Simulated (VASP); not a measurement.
# ZrC (Pmmn) in VASP: a series of runs

Runs on ZrC. Level: PBE. Tasks: single point, relaxation of cell and atoms.

Everything below comes from runs of VASP 6.6.1. Logs are shortened: lines on timing, memory, paths and dates and some standing lists are left out, and cuts for length are marked.

## Step 1: The cell of the first run

It takes space group Pmmn (No. 59, orthorhombic). The conventional cell has a = 3.838 Å, b = 4.862 Å, c = 3.743 Å, α = 90.00°, β = 90.00°, γ = 90.00°. Zr (site symmetry mm2) has 2 C at 1.86 to 1.88 Å within 2.5 Å. Within 2.5 Å of C (site symmetry mm2) lie 2 Zr at 1.86 to 1.88 Å.

The cell was generated, and may not be a known phase.

## Step 2: Single point, PBE

INCAR

```
ALGO = Normal
EDIFF = 1E-7
ENCUT = 520
GGA = PE
ISIF = 2
ISMEAR = 0
LASPH = T
LCHARG = T
LELF = T
LREAL = F
LVHAR = T
LWAVE = F
NBANDS = 24
NELM = 60
PREC = Accurate
SIGMA = 0.1
```

KPOINTS

```
k-points
0
Gamma
  4 4 4
```

POSCAR

```
ZrC
1.0
    3.8379877800      0.0000000000      0.0000000000
    0.0000000000      4.8624762400      0.0000000000
    0.0000000000      0.0000000000      3.7426808900
Zr C
2 2
Direct
    0.0000000000      0.0000000000      0.1626500800
    0.5000000000      0.5000000000      0.8373499200
    0.0000000000      0.0000000000      0.6602106200
    0.5000000000      0.5000000000      0.3397893800
```

Potentials or basis: VASP PAW PBE potentials, release 64 (Zr_sv, C).

Run with:

```console
$ cat potpaw_PBE.64/Zr_sv/POTCAR potpaw_PBE.64/C/POTCAR > POTCAR
$ mpirun -np 1 vasp_std > vasp.out
```

OUTCAR:

```text
EDIFF = 1E-7
   ENCUT = 520
   GGA = PE
   ISIF = 2
   ISMEAR = 0
   LASPH = T
   LREAL = F
   NELM = 60
   PREC = Accurate

 ion  position               nearest neighbor table
   1  0.000  0.000  0.163-   3 1.86   3 1.88   2 3.33   2 3.33   2 3.33   2 3.33
   2  0.500  0.500  0.837-   4 1.86   4 1.88   1 3.33   1 3.33   1 3.33   1 3.33
   3  0.000  0.000  0.660-   1 1.86   1 1.88
   4  0.500  0.500  0.340-   2 1.86   2 1.88

  LATTYP: Found a simple orthorhombic cell.
 ALAT       =     3.7426808900
 B/A-ratio  =     1.0254648721
 C/A-ratio  =     1.2991960530

  Lattice vectors:

 A1 = (   0.0000000000,   0.0000000000,   3.7426808900)
 A2 = (   3.8379877800,   0.0000000000,   0.0000000000)
 A3 = (   0.0000000000,   4.8624762400,   0.0000000000)

Analysis of symmetry for initial positions (statically):
=====================================================================
 Subroutine PRICEL returns:
 Original cell was already a primitive cell.

 Routine SETGRP: Setting up the symmetry group for a
 simple orthorhombic supercell.

 Subroutine GETGRP returns: Found  8 space group operations
 (whereof  4 operations were pure point group operations)
 out of a pool of  8 trial point group operations.

The static configuration has the point symmetry C_2v.
 The point group associated with its full space group is D_2h.

Analysis of symmetry for dynamics (positions and initial velocities):
=====================================================================
 Subroutine PRICEL returns:
 Original cell was already a primitive cell.

 Routine SETGRP: Setting up the symmetry group for a
 simple orthorhombic supercell.

 Subroutine GETGRP returns: Found  8 space group operations
 (whereof  4 operations were pure point group operations)
 out of a pool of  8 trial point group operations.

The dynamic configuration has the point symmetry C_2v.
 The point group associated with its full space group is D_2h.

 Subroutine INISYM returns: Found  8 space group operations
 (whereof  4 operations are pure point group operations),
 and found     1 'primitive' translations

----------------------------------------------------------------------------------------

                                     Primitive cell

  volume of cell :      69.8464

  direct lattice vectors                    reciprocal lattice vectors
     3.837987780  0.000000000  0.000000000     0.260553201  0.000000000  0.000000000
     0.000000000  4.862476240  0.000000000     0.000000000  0.205656532  0.000000000
     0.000000000  0.000000000  3.742680890     0.000000000  0.000000000  0.267188155

  length of vectors
     3.837987780  4.862476240  3.742680890     0.260553201  0.205656532  0.267188155

  position of ions in fractional coordinates (direct lattice)
     0.000000000  0.000000000  0.162650080
     0.500000000  0.500000000  0.837349920
     0.000000000  0.000000000  0.660210620
     0.500000000  0.500000000  0.339789380

  ion indices of the primitive-cell ions
   primitive index   ion index
                 1           1
                 2           2
                 3           3
                 4           4

----------------------------------------------------------------------------------------

 KPOINTS: k-points

Automatic generation of k-mesh.
 Grid dimensions read from file:
 generate k-points for:    4    4    4

 Generating k-lattice:

  Cartesian coordinates                     Fractional coordinates (reciprocal lattice)
     0.065138300  0.000000000  0.000000000     0.250000000  0.000000000  0.000000000
     0.000000000  0.051414133  0.000000000     0.000000000  0.250000000  0.000000000
     0.000000000  0.000000000  0.066797039     0.000000000  0.000000000  0.250000000

  Length of vectors
     0.065138300  0.051414133  0.066797039

  Shift w.r.t. Gamma in fractional coordinates (k-lattice)
     0.000000000  0.000000000  0.000000000

 Subroutine IBZKPT returns following result:
 ===========================================

 Found     27 irreducible k-points:

 Following reciprocal coordinates:
            Coordinates               Weight
  0.000000  0.000000  0.000000      1.000000
  0.250000  0.000000  0.000000      2.000000
  0.500000  0.000000  0.000000      1.000000
  0.000000  0.250000  0.000000      2.000000
  0.250000  0.250000  0.000000      4.000000
  0.500000  0.250000  0.000000      2.000000
[... 16 lines left out ...]
  0.250000  0.250000  0.500000      4.000000
  0.500000  0.250000  0.500000      2.000000
 [... further k-points ...]
   k-points           NKPTS =     27   k-points in BZ     NKDIM =     27   number of bands    NBANDS=     24
   number of dos      NEDOS =    301   number of ions     NIONS =      4
   total plane-waves  NPLWV =  30240
   dimension x,y,z NGX =    30 NGY =   36 NGZ =   28
   dimension x,y,z NGXF=    60 NGYF=   72 NGZF=   56
   ions per type =               2   2
   NGX,Y,Z   is equivalent  to a cutoff of  12.99, 12.31, 12.44 a.u.
   NGXF,Y,Z  is equivalent  to a cutoff of  25.99, 24.62, 24.87 a.u.
 SYSTEM =  unknown system
   PREC   = accura    normal or accurate (medium, high low for compatibility)
   ISTART =      0    job   : 0-new  1-cont  2-samecut
   ICHARG =      2    charge: 1-file 2-atom 10-const
   ISPIN  =      1    spin polarized calculation?
   LNONCOLLINEAR =      F non collinear calculations
   LSORBIT =      F    spin-orbit coupling
   LASPH  =      T    aspherical Exc in radial PAW
   ENCUT  =  520.0 eV  38.22 Ry    6.18 a.u.   7.14  9.04  6.96*2*pi/ulx,y,z
   NELM   =     60;   NELMIN=  2; NELMDL= -5     # of ELM steps
   EDIFF  = 0.1E-06   stopping-criterion for ELM
   LREAL  =      F    real-space projection
   EDIFFG = 0.1E-05   stopping-criterion for IOM
   NSW    =      0    number of steps for IOM
   IBRION =     -1    ionic relax: 0-MD 1-quasi-New 2-CG
   NFREE  =      0    steps in history (QN), initial steepest desc. (CG)
   ISIF   =      2    stress and relaxation
   ISYM   =      2    0-nonsym 1-usesym 2-fastsym
   POTIM  = 0.5000    time-step for ionic-motion
   TEBEG  =    0.0;   TEEND  =   0.0 temperature during run
   PSTRESS=    0.0 pullay stress
   NELECT =      32.0000    total number of electrons
   NUPDOWN=      -1.0000    fix difference up-down
   EMIN   =  10.00;   EMAX   =-10.00  energy-range for DOS
   EFERMI =   0.00;   METHOD = LEGACY
   ISMEAR =     0;   SIGMA  =   0.10  broadening in eV -4-tet -1-fermi 0-gaus
   EFERMI_NEDOS =   21; number of points for ismear=-14 and -15
   IALGO  =     38    algorithm
   IMIX   =      4    mixing-type and parameters
     AMIX     =   0.40;   BMIX     =  1.00
     AMIX_MAG =   1.60;   BMIX_MAG =  1.00
  volume/ion in A,a.u.               =      17.46       117.84
  Fermi-wavevector in a.u.,A,eV,Ry     =   1.262051  2.384930 21.670984  1.592772
  Thomas-Fermi vector in A             =   2.395479
   LORBIT       =      0    0 simple, 1 ext, 2 COOP (PROOUT), +10 PAW based schemes
   GGA     = PE    functional components
   LHFCALC =     F    Hartree Fock is set to
   AEXX    =    0.0000 exact exchange contribution
   IVDW    =     0    specifies the selected vdW correction
   LEPSILON=     F    determine dielectric tensor
   LRPA    =     F    only Hartree local field effects (RPA)
 non-spin polarized calculation
 Gauss-broadening in eV      SIGMA  =   0.10
  energy-cutoff  :      520.00
  volume of cell :       69.85
 maximum number of plane-waves:      1904
 NGX is ok and might be reduce to    30
   NGX = 15   NGY = 19   NGZ = 13

 number of electron      32.0000000 magnetization

 Free energy of the ion-electron system (eV)
  ---------------------------------------------------
  ext. energy  EPLUGINS =         0.00000000
  ---------------------------------------------------
  free energy    TOTEN  =       -28.43659183 eV

  energy without entropy =      -28.42591294  energy(sigma->0) =      -28.43125238

 E-fermi :   6.8958     XC(G=0): -10.3951

 val. band max:        6.8751057252   @ k =   0.2500   0.0000   0.5000
 cond. band min:       6.9700754073   @ k =   0.0000   0.0000   0.2500
 fundamental gap:      0.0949696822
 Fermi energy:         6.8958218775

 k-point     1 :       0.0000    0.0000    0.0000
  band No.  band energies     occupation
      1     -42.0825      2.00000
      2     -42.0162      2.00000
      3     -20.6541      2.00000
      4     -20.5841      2.00000
      5     -20.3739      2.00000
      6     -20.2232      2.00000
[... 16 lines left out ...]
     23       9.6210      0.00000
     24       9.6296      0.00000

 k-point     2 :       0.2500    0.0000    0.0000
  band No.  band energies     occupation
      1     -42.0706      2.00000
      2     -42.0237      2.00000
      3     -20.6444      2.00000
      4     -20.5968      2.00000
      5     -20.3142      2.00000
      6     -20.2300      2.00000
[... 16 lines left out ...]
     23       9.7155      0.00000
     24       9.9716      0.00000

 k-point     3 :       0.5000    0.0000    0.0000
  band No.  band energies     occupation
      1     -42.0450      2.00000
      2     -42.0450      2.00000
      3     -20.6226      2.00000
      4     -20.6226      2.00000
      5     -20.1953      2.00000
      6     -20.1953      2.00000
[... 16 lines left out ...]
     23      10.2572      0.00000
     24      10.2572      0.00000
[... 514 lines left out ...]
 k-point    23 :       0.2500    0.2500    0.5000
  band No.  band energies     occupation
      1     -42.0571      2.00000
      2     -42.0298      2.00000
      3     -20.8100      2.00000
      4     -20.7944      2.00000
      5     -20.2817      2.00000
      6     -20.1469      2.00000
[... 16 lines left out ...]
     23      13.7702      0.00000
     24      13.9623      0.00000

 k-point    24 :       0.5000    0.2500    0.5000
  band No.  band energies     occupation
      1     -42.0413      2.00000
      2     -42.0413      2.00000
      3     -20.7949      2.00000
      4     -20.7949      2.00000
      5     -20.2623      2.00000
      6     -20.2623      2.00000
[... 16 lines left out ...]
     23      12.1078      0.00000
     24      12.1078      0.00000

 [... further k-points ...]

------------------------ aborting loop because EDIFF is reached ----------------------------------------

  FORCE on cell =-STRESS in cart. coord.  units (eV):
  Direction    XX          YY          ZZ          XY          YZ          ZX
  --------------------------------------------------------------------------------------
  -------------------------------------------------------------------------------------
  Total       -3.0693974     -7.6621682     39.3734184      0.0000000      0.0000000      0.0000000
  in kB      -70.4076458   -175.7593291    903.1706671      0.0000000      0.0000000      0.0000000
  external PRESSURE =     219.0012307 kB  Pullay stress =       0.0000000 kB

 VOLUME and BASIS-vectors are now :
 -----------------------------------------------------------------------------
  energy-cutoff  :      520.00
  volume of cell :       69.85
      direct lattice vectors                 reciprocal lattice vectors
     3.837987780  0.000000000  0.000000000     0.260553201  0.000000000  0.000000000
     0.000000000  4.862476240  0.000000000     0.000000000  0.205656532  0.000000000
     0.000000000  0.000000000  3.742680890     0.000000000  0.000000000  0.267188155

 POSITION                                       TOTAL-FORCE (eV/Angst)
 -----------------------------------------------------------------------------------
      0.00000      0.00000      0.60875         0.000000      0.000000      0.738989
      1.91899      2.43124      3.13393         0.000000      0.000000     -0.738989
      0.00000      0.00000      2.47096         0.000000      0.000000      2.451319
      1.91899      2.43124      1.27172         0.000000      0.000000     -2.451319
 -----------------------------------------------------------------------------------
    total drift:                                0.000000      0.000000      0.000000

  FREE ENERGIE OF THE ION-ELECTRON SYSTEM (eV)
  ---------------------------------------------------
  free  energy   TOTEN  =       -28.4365918255 eV

  energy  without entropy=      -28.4259129369  energy(sigma->0) =      -28.43125238
```

Wall time 80 s (1 thread of Intel Xeon 8259CL, shared host); peak memory 0.19 GiB.

Results:

```
Free energy            : -28.4366 eV
Pressure               : 21.9 GPa
Largest force          : 2.451 eV/Å
Band gap on the k mesh : zero (bands 16 and 17 overlap by 1.95 eV)
```

Forces on the atoms (eV/Å):
```
Zr   0.000  0.000  0.739
Zr   0.000  0.000 -0.739
C    0.000  0.000  2.451
C    0.000  0.000 -2.451
```

Stress tensor (GPa, compression positive):
```
 -7.04   0.00   0.00
  0.00 -17.58   0.00
  0.00   0.00  90.32
```

Levels at points of the mesh, in eV from the Fermi level:
```tsv
k point	band 13	band 14	band 15	band 16	band 17	band 18	band 19	band 20
(0.00, 0.00, 0.00)	-1.95	-1.06	-0.26	-0.08	0.11	0.69	1.55	2.31
(0.50, 0.00, 0.00)	-2.33	-2.33	0.74	0.74	1.12	1.12	2.52	2.52
(0.00, 0.50, 0.00)	-1.09	-1.09	0.31	0.31	1.01	1.01	1.56	1.56
(0.50, 0.50, 0.00)	-0.84	-0.84	-0.35	-0.35	0.40	0.40	2.40	2.40
(0.00, 0.00, 0.50)	-4.37	-3.43	-2.98	-2.59	-1.21	-1.06	0.52	1.59
(0.50, 0.00, 0.50)	-4.48	-4.48	-4.10	-4.10	1.57	1.57	2.12	2.12
(0.00, 0.50, 0.50)	-4.42	-4.42	-3.26	-3.26	0.35	0.35	2.38	2.38
(0.50, 0.50, 0.50)	-4.55	-4.55	-3.25	-3.25	0.14	0.14	2.77	2.77
```

Caveat: the k points lie up to 0.42 Å⁻¹ apart, too coarse for converged energies and pressures of a metal; forces of over 1 eV/Å act on the atoms, so gaps and moduli don't describe the material at rest.

## Step 3: Relaxation of cell and atoms, PBE

INCAR

```
PREC = Accurate
ENCUT = 600
EDIFF = 1E-7
ISMEAR = 0
SIGMA = 0.1
LREAL = False
LASPH = True
NELM = 100
ALGO = Normal
ISIF = 3
LWAVE = False
LCHARG = False
GGA = PE
IBRION = 2
NSW = 90
EDIFFG = -0.04
```

KPOINTS

```
Automatic mesh
0
Gamma
  4 4 4
```

POSCAR is that of step 2.

Potentials or basis: VASP PAW PBE potentials, release 64 (Zr_sv, C).

Run with:

```console
$ cat potpaw_PBE.64/Zr_sv/POTCAR potpaw_PBE.64/C/POTCAR > POTCAR
$ mpirun -np 1 vasp_std > vasp.out
```

Wall time 24 min (1 thread of Intel Xeon 8259CL, shared host); peak memory 0.24 GiB.

Results (log left out):

```
Free energy                           : -38.9337 eV
Relaxed volume                        : 13.04 Å³/atom
Relaxed cell                          : a = 3.332 Å, b = 3.335 Å, c = 4.694 Å, α = 90.00°, β = 90.00°, γ = 90.00°
Space group after relaxing (to 0.1 Å) : Fm-3m (No. 225)
Pressure after relaxing               : -0.1 GPa
Largest force after relaxing          : 0.013 eV/Å
Band gap on the k mesh                : zero (bands 16 and 17 overlap by 1.31 eV)
```

Forces on the atoms (eV/Å):
```
Zr   0.000  0.000  0.011
Zr   0.000  0.000 -0.011
C    0.000  0.000  0.013
C    0.000  0.000 -0.013
```

Stress tensor (GPa, compression positive):
```
-0.06  0.00  0.00
 0.00 -0.22  0.00
 0.00  0.00 -0.15
```

Final structure:
```cif
data_structure
_symmetry_space_group_name_H-M 'P 1'
_symmetry_Int_Tables_number 1
_cell_length_a 3.3324
_cell_length_b 3.3353
_cell_length_c 4.6939
_cell_angle_alpha 90.000
_cell_angle_beta 90.000
_cell_angle_gamma 90.000
_cell_volume 52.17
loop_
_atom_site_label
_atom_site_type_symbol
_atom_site_fract_x
_atom_site_fract_y
_atom_site_fract_z
_atom_site_occupancy
Zr1 Zr 0.00000 0.00000 0.24990 1
Zr2 Zr 0.50000 0.50000 0.75010 1
C1 C 0.00000 0.00000 0.74971 1
C2 C 0.50000 0.50000 0.25029 1
```

Levels at points of the mesh, in eV from the Fermi level:
| k point | band 14 | band 15 | band 16 | band 17 | band 18 | band 19 |
| --- | --- | --- | --- | --- | --- | --- |
| (0.00, 0.00, 0.00) | 0.11 | 0.99 | 0.99 | 1.02 | 1.17 | 1.19 |
| (0.50, 0.00, 0.00) | -2.48 | -2.11 | -2.11 | 3.23 | 3.23 | 4.31 |
| (0.00, 0.50, 0.00) | -2.47 | -2.11 | -2.11 | 3.23 | 3.23 | 4.32 |
| (0.50, 0.50, 0.00) | -1.64 | 0.12 | 0.12 | 0.14 | 0.14 | 4.53 |
| (0.00, 0.00, 0.50) | -0.49 | -0.33 | -0.32 | -0.32 | -0.32 | 4.73 |
| (0.50, 0.00, 0.50) | -2.85 | -2.83 | -2.83 | 4.57 | 4.57 | 4.59 |
| (0.00, 0.50, 0.50) | -2.83 | -2.83 | -2.83 | 4.56 | 4.56 | 4.60 |
| (0.50, 0.50, 0.50) | -2.28 | -2.27 | -2.27 | 3.39 | 3.39 | 3.41 |

Caveat: the k points lie up to 0.47 Å⁻¹ apart in the final cell, too coarse for converged energies and pressures of a metal; the volume moved by over 15 % at a fixed basis, so the end points are rough.

The gap in the log of VASP goes by the Fermi energy; the results here count the filled bands.